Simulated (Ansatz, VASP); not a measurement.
## Two plane-wave programs on Fe3Ge

INCAR

```
PREC = Accurate ; ENCUT = 520
EDIFF = 1E-6 ; ISMEAR = -1
SIGMA = 0.03 ; LREAL = F
LASPH = T ; NELM = 150
ALGO = Normal ; ISIF = 2
LWAVE = F ; LCHARG = F
ISPIN = 2 ; MAGMOM = 3 3 3 0
LORBIT = 11 ; LMAXMIX = 4
GGA = PS ; NBANDS = 31
```

KPOINTS

```
regular mesh
0
Gamma
  9 9 9
```

File POSCAR:

```
Fe3Ge
1.0
    3.7786618994      0.0000000000      0.0000000000
    0.0000000000      3.7786618994      0.0000000000
    0.0000000000      0.0000000000      3.7786618994
Fe Ge
3 1
Direct
    0.0000000000      0.5000000000      0.5000000000
    0.5000000000      0.5000000000      0.0000000000
    0.5000000000      0.0000000000      0.5000000000
    0.0000000000      0.0000000000      0.0000000000
```

Input for Ansatz:

```yaml
crystal:
  lattice:
    - [3.7786618994, 0.0, 0.0]
    - [0.0, 3.7786618994, 0.0]
    - [0.0, 0.0, 3.7786618994]
  atoms:
    - { symbol: Fe, position: [0.0, 0.5, 0.5], spin: 3.0 }
    - { symbol: Fe, position: [0.5, 0.5, 0.0], spin: 3.0 }
    - { symbol: Fe, position: [0.5, 0.0, 0.5], spin: 3.0 }
    - { symbol: Ge, position: [0.0, 0.0, 0.0] }
magnetization:
  spin_polarized: true
kpoints:
  mp_grid: { grid: [9, 9, 9] }
scf:
  occupations: { method: fermi_dirac, width: 0.03 }
  lower_state_search: "off"
hamiltonian:
  xc: pbesol
  pseudopotentials: { kind: paw }
output:
  forces: true
  stress: true
  eigenvalues: true
  populations: true
```

Change from the starting cell: volume scaled by 1.1, PAW files.

Alike in both runs: task single point; functional PBEsol; k mesh 9 × 9 × 9; occupations fermi-dirac, width 0.03 eV; collinear spin.

```csv
,VASP,Ansatz
version,VASP 6.6.1,Ansatz 0.2.0
potentials or method,"VASP PAW PBE potentials, release 64 (Fe, Ge_d)","PAW with Ansatz's default frozen-core files, scalar-relativistic"
plane-wave cutoff (eV),520,420
valence electrons in the cell,38,62
```

|  | VASP | Ansatz | Ansatz less VASP |
| --- | --- | --- | --- |
| pressure (GPa) | -19.9 | -20.1 | -0.17 |
| net moment per atom (μB) | 1.82 | 1.83 | +0.001 |
| size of the moment on the site where the two differ most (μB) | 2.48 | 2.51 | +0.029 |

VASP's potentials were made for PBE, not for PBEsol. Site moments also hang on the region over which each program counts them. VASP's potentials hold 38 valence electrons a cell and Ansatz's 62, so a difference there can come from the potentials and not from the codes.
